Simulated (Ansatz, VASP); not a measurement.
## One calculation of ScAl3, two programs

INCAR

```
SYSTEM = ScAl3
PREC = Accurate
ENCUT = 520
EDIFF = 1E-6
ISMEAR = 0
SIGMA = 0.15
LREAL = .False.
LASPH = .True.
NELM = 60
ALGO = Fast
ISIF = 2
LWAVE = .False.
LCHARG = .True.
GGA = PE
LELF = .True.
LVHAR = .True.
NBANDS = 18
```

File KPOINTS:

```
Automatic mesh
0
Gamma
  14 14 14
  0 0 0
```

File POSCAR:

```
ScAl3
1.0
    4.1208149355      0.2575509335      0.2575509335
    0.2575509335      4.1208149355      0.2575509335
    0.2575509335      0.2575509335      4.1208149355
Sc Al
1 3
Direct
    0.0000000000      0.0000000000      0.0000000000
    0.5000000000      0.0000000000      0.5000000000
    0.0000000000      0.5000000000      0.5000000000
    0.5000000000      0.5000000000      0.0000000000
```

Input for Ansatz:

```yaml
crystal:
  lattice:
    - [4.1208149355, 0.2575509335, 0.2575509335]
    - [0.2575509335, 4.1208149355, 0.2575509335]
    - [0.2575509335, 0.2575509335, 4.1208149355]
  atoms:
    - { symbol: Sc, position: [0.0, 0.0, 0.0] }
    - { symbol: Al, position: [0.5, 0.0, 0.5] }
    - { symbol: Al, position: [0.0, 0.5, 0.5] }
    - { symbol: Al, position: [0.5, 0.5, 0.0] }
basis:
  ecutwfc: 420
kpoints:
  mp_grid: { grid: [14, 14, 14] }
hamiltonian:
  xc: pbe
scf:
  occupations: { method: gaussian, width: 0.15 }
output:
  forces: true
  stress: true
  eigenvalues: true
```

Alike in both runs: task single point; functional PBE; k mesh 14 × 14 × 14; occupations gaussian, width 0.15 eV; no spin polarisation.

|  | VASP | Ansatz |
| --- | --- | --- |
| version | VASP 6.6.1 | Ansatz 0.2.0 |
| potentials or method | VASP PAW PBE potentials, release 64 (Sc_sv, Al), cutoff 520 eV | scalar-relativistic, plane waves, PAW |
| valence electrons in the cell | 20 | 20 |

VASP gave:

```
gap on the k mesh at the Fermi level (eV)                     : none
pressure (GPa)                                                : 4.9
traceless stress, the component that is largest in VASP (GPa) : -8.87
```

**Question.** Estimate Ansatz's values.

**Answer.** gap on the k mesh at the Fermi level (eV): none; pressure (GPa): 4.9; traceless stress, the component that is largest in VASP (GPa): -8.85.

A gap of «none» marks a metal or a gap that the smearing closes. The functional is the same, so the differences come from potentials, cutoffs and numerics.
